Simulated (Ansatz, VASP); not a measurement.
# Two plane-wave programs on Si

Contents of INCAR:

```
SYSTEM = Si
PREC = Accurate ; ENCUT = 520
EDIFF = 1E-6 ; ISMEAR = 0
SIGMA = 0.05 ; LREAL = Auto
LASPH = .True. ; NELM = 80
ALGO = Normal ; ISIF = 2
LWAVE = .False. ; LCHARG = .False.
LDIPOL = .True. ; IDIPOL = 3
DIPOL = 0.5 0.5 0.500 ; GGA = PE
NBANDS = 43
```

Contents of KPOINTS:

```
Automatic mesh
0
Gamma
  7 7 1
  0 0 0
```

File POSCAR:

```
Si
1.0
    3.8677061083      0.0000000000      0.0000000000
    0.0000000000      3.8677061083      0.0000000000
    0.0000000000      0.0000000000     34.1441685175
Si
15
Direct
    0.0000000000      0.5000000000      0.2196568353
    0.0000000000      0.0000000000      0.2597058588
    0.5000000000      0.0000000000      0.2997548823
    0.5000000000      0.5000000000      0.3398039059
    0.0000000000      0.5000000000      0.3798529294
    0.0000000000      0.0000000000      0.4199019529
    0.5000000000      0.0000000000      0.4599509765
    0.5000000000      0.5000000000      0.5000000000
    0.0000000000      0.5000000000      0.5400490235
    0.0000000000      0.0000000000      0.5800980471
    0.5000000000      0.0000000000      0.6201470706
    0.5000000000      0.5000000000      0.6601960941
    0.0000000000      0.5000000000      0.7002451177
    0.0000000000      0.0000000000      0.7402941412
    0.5000000000      0.0000000000      0.7803431647
```

Input for Ansatz:

```yaml
crystal:
  lattice:
    - [3.8677061083, 0.0, 0.0]
    - [0.0, 3.8677061083, 0.0]
    - [0.0, 0.0, 34.1441685175]
  atoms:
    - { symbol: Si, position: [0.0, 0.5, 0.2196568353] }
    - { symbol: Si, position: [0.0, 0.0, 0.2597058588] }
    - { symbol: Si, position: [0.5, 0.0, 0.2997548823] }
    - { symbol: Si, position: [0.5, 0.5, 0.3398039059] }
    - { symbol: Si, position: [0.0, 0.5, 0.3798529294] }
    - { symbol: Si, position: [0.0, 0.0, 0.4199019529] }
    - { symbol: Si, position: [0.5, 0.0, 0.4599509765] }
    - { symbol: Si, position: [0.5, 0.5, 0.5] }
    - { symbol: Si, position: [0.0, 0.5, 0.5400490235] }
    - { symbol: Si, position: [0.0, 0.0, 0.5800980471] }
    - { symbol: Si, position: [0.5, 0.0, 0.6201470706] }
    - { symbol: Si, position: [0.5, 0.5, 0.6601960941] }
    - { symbol: Si, position: [0.0, 0.5, 0.7002451177] }
    - { symbol: Si, position: [0.0, 0.0, 0.7402941412] }
    - { symbol: Si, position: [0.5, 0.0, 0.7803431647] }
basis:
  ecutwfc: 420
kpoints:
  mp_grid: { grid: [7, 7, 1] }
hamiltonian:
  xc: pbe
scf:
  occupations: { method: gaussian, width: 0.05 }
output:
  forces: true
  stress: true
  eigenvalues: true
  write_density: true
  write_potential: true
  elf: true
  volumetric_format: npy
efield:
  axis: 3
  dipole_correction: true
  ramp_width: 0.04
```

Alike in both runs: task single point; functional PBE; k mesh 7 × 7 × 1; occupations gaussian, width 0.05 eV; no spin polarisation.

|  | VASP | Ansatz |
| --- | --- | --- |
| version | VASP 6.6.1 | Ansatz 0.2.0 |
| potentials or method | VASP PAW PBE potentials, release 64 (Si), cutoff 520 eV | scalar-relativistic, plane waves, PAW |
| valence electrons in the cell | 60 | 60 |

|  | VASP | Ansatz | Ansatz less VASP |
| --- | --- | --- | --- |
| gap on the k mesh at the Fermi level (eV) | none | none | - |
| rms of the force components (eV/Å) | 0.029 | 0.028 | -0.0012 |

Atom by atom the forces differ by 0.001 eV/Å (rms over components). A gap of «none» marks a metal or a gap that the smearing closes. Ansatz's warnings: xc potential rough in thin density.
